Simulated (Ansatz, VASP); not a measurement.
## Two plane-wave programs on MgCd3Te4

The input INCAR:

```
ALGO = Normal ; EDIFF = 1E-6
ENCUT = 520 ; GGA = PE
ISIF = 2 ; ISMEAR = 0
LASPH = T ; LCHARG = F
LREAL = F ; LWAVE = F
NBANDS = 41 ; NELM = 80
PREC = Accurate ; SIGMA = 0.1
```

The input KPOINTS:

```
k-points
0
Gamma
  4 4 2
```

Contents of POSCAR:

```
MgCd3Te4
1.0
    4.3151379500      0.0000000000      0.0000000000
    0.0000000000      4.3151379500      0.0000000000
    0.0000000000      0.0000000000     12.2050532300
Mg Cd Te
1 3 4
Direct
    0.0000000000      0.0000000000      0.5000000000
    0.0000000000      0.0000000000      0.0000000000
    0.5000000000      0.5000000000      0.2500000000
    0.5000000000      0.5000000000      0.7500000000
    0.5000000000      0.0000000000      0.3750000000
    0.0000000000      0.5000000000      0.6250000000
    0.5000000000      0.0000000000      0.8750000000
    0.0000000000      0.5000000000      0.1250000000
```

Input for Ansatz:

```yaml
crystal:
  lattice:
    - [4.31513795, 0.0, 0.0]
    - [0.0, 4.31513795, 0.0]
    - [0.0, 0.0, 12.20505323]
  atoms:
    - { symbol: Mg, position: [0.0, 0.0, 0.5] }
    - { symbol: Cd, position: [0.0, 0.0, 0.0] }
    - { symbol: Cd, position: [0.5, 0.5, 0.25] }
    - { symbol: Cd, position: [0.5, 0.5, 0.75] }
    - { symbol: Te, position: [0.5, 0.0, 0.375] }
    - { symbol: Te, position: [0.0, 0.5, 0.625] }
    - { symbol: Te, position: [0.5, 0.0, 0.875] }
    - { symbol: Te, position: [0.0, 0.5, 0.125] }
basis:
  ecutwfc: 420
kpoints:
  mp_grid: { grid: [4, 4, 2] }
hamiltonian:
  xc: pbe
scf:
  occupations: { method: gaussian, width: 0.1 }
  lower_state_search: "off"
output:
  forces: true
  stress: true
  eigenvalues: true
```

Alike in both runs: task single point; functional PBE; k mesh 4 × 4 × 2; occupations gaussian, width 0.1 eV; no spin polarisation.

|  | VASP | Ansatz |
| --- | --- | --- |
| version | VASP 6.6.1 | Ansatz 0.2.0 |
| potentials or method | VASP PAW PBE potentials, release 64 (Mg, Cd, Te), cutoff 520 eV | scalar-relativistic, plane waves, PAW |
| valence electrons in the cell | 62 | 134 |

|  | VASP | Ansatz | Ansatz less VASP |
| --- | --- | --- | --- |
| gap on the k mesh at the Fermi level (eV) | 1.72 | 1.71 | -0.006 |
| least direct gap on the mesh (eV) | 1.72 | 1.71 | -0.006 |
| pressure (GPa) | 14.2 | 14.0 | -0.23 |
| traceless stress, the component that is largest in VASP (GPa) | -0.27 | -0.27 | +0.003 |
| rms of the force components (eV/Å) | 0.206 | 0.198 | -0.0082 |

Atom by atom the forces differ by 0.008 eV/Å (rms over components). VASP's potentials hold 62 valence electrons a cell and Ansatz's 134, so a difference there can come from the potentials and not from the codes.

Spin-orbit coupling is off throughout.
